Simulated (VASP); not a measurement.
SnO:

```
CELL_PARAMETERS angstrom
3.83799 0.00000 0.00000
0.00000 3.83799 0.00000
0.00000 0.00000 4.76305
ATOMIC_POSITIONS crystal
Sn 0.50000 0.00000 0.24312
Sn 0.00000 0.50000 0.75688
O 0.00000 0.00000 0.00000
O 0.50000 0.50000 0.00000
```

```yaml
Program: VASP 6.6.1
Task: relaxation of cell and atoms
Functional: PBEsol
Potentials_or_basis: VASP PAW PBE potentials, release 64 (Sn_d, O)
Cutoff: 600 eV
k_mesh: 12 × 12 × 10
Occupations: gaussian, width 0.1 eV
Spin: no spin polarisation
```

At the start: pressure -1.9 GPa; volume 17.54 Å³/atom.

Task: Where does the relaxation end?

Result: Over 13 steps the energy falls by 2.3 meV/atom and the volume is 17.13 Å³/atom (-2.3 %); space group P4/nmm (No. 129, to 0.1 Å) before and after.

The path:
```csv
step,energy change (eV),largest force (eV/Å),pressure (GPa),volume (Å³)
1,0.0000,0.2062,-1.92,70.16
2,-0.0008,0.3800,1.71,68.05
3,-0.0080,0.0868,-0.10,69.07
4,-0.0087,0.0429,-0.07,68.91
5,-0.0089,0.0109,-0.04,68.79
6,-0.0089,0.0061,-0.01,68.77
7,-0.0089,0.0111,-0.04,68.78
8,-0.0090,0.0090,-0.02,68.73
9,-0.0090,0.0080,0.01,68.61
10,-0.0090,0.0078,0.10,68.37
11,-0.0091,0.0091,0.05,68.50
12,-0.0090,0.0293,-0.16,68.57
13,-0.0091,0.0008,-0.01,68.51
```

Final structure:
```cif
data_structure
_symmetry_space_group_name_H-M 'P 1'
_symmetry_Int_Tables_number 1
_cell_length_a 3.8054
_cell_length_b 3.8054
_cell_length_c 4.7313
_cell_angle_alpha 90.000
_cell_angle_beta 90.000
_cell_angle_gamma 90.000
_cell_volume 68.51
loop_
_atom_site_label
_atom_site_type_symbol
_atom_site_fract_x
_atom_site_fract_y
_atom_site_fract_z
_atom_site_occupancy
Sn1 Sn 0.50000 0.00000 0.24430 1
Sn2 Sn 0.00000 0.50000 0.75570 1
O1 O 0.00000 0.00000 0.00000 1
O2 O 0.50000 0.50000 0.00000 1
```

Caveat: the PAW data sets were made with another functional, which shifts forces and pressure a little.
